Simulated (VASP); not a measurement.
The system is As.

```xyz
2
Lattice="1.8808 1.0859 3.5141 -1.8808 1.0859 3.5141 0.0000 -2.1718 3.5141" Properties=species:S:1:pos:R:3 pbc="T T T"
As    0.0000    0.0000    2.3825
As    0.0000    0.0000    8.1597
```

Base run:

```yaml
Program: VASP 6.6.1
Functional: PBEsol
Potentials_or_basis: VASP PAW PBE potentials, release 64 (As)
Cutoff: 520 eV
k_mesh: 5 × 5 × 5
Occupations: fermi-dirac, width 0.03 eV
Spin: no spin polarisation
```

Its results: band gap on the k mesh 0.08 eV, indirect (least direct gap 0.56 eV); pressure 0.4 GPa; largest force 0.245 eV/Å.

Task: The run is repeated on the same cell with these changes: functional from PBEsol to PBE; cutoff from 520 eV to 500 eV. What comes out?

Result: Band gap on the k mesh 0.09 eV, indirect (least direct gap 0.53 eV); pressure 3.7 GPa; largest force 0.298 eV/Å.

PBE binds less tightly than PBEsol, so the same cell stands under more pressure.

Caveats: the PAW data sets were made with another functional, which shifts forces and pressure a little (some runs).

A k mesh can miss the band edges.
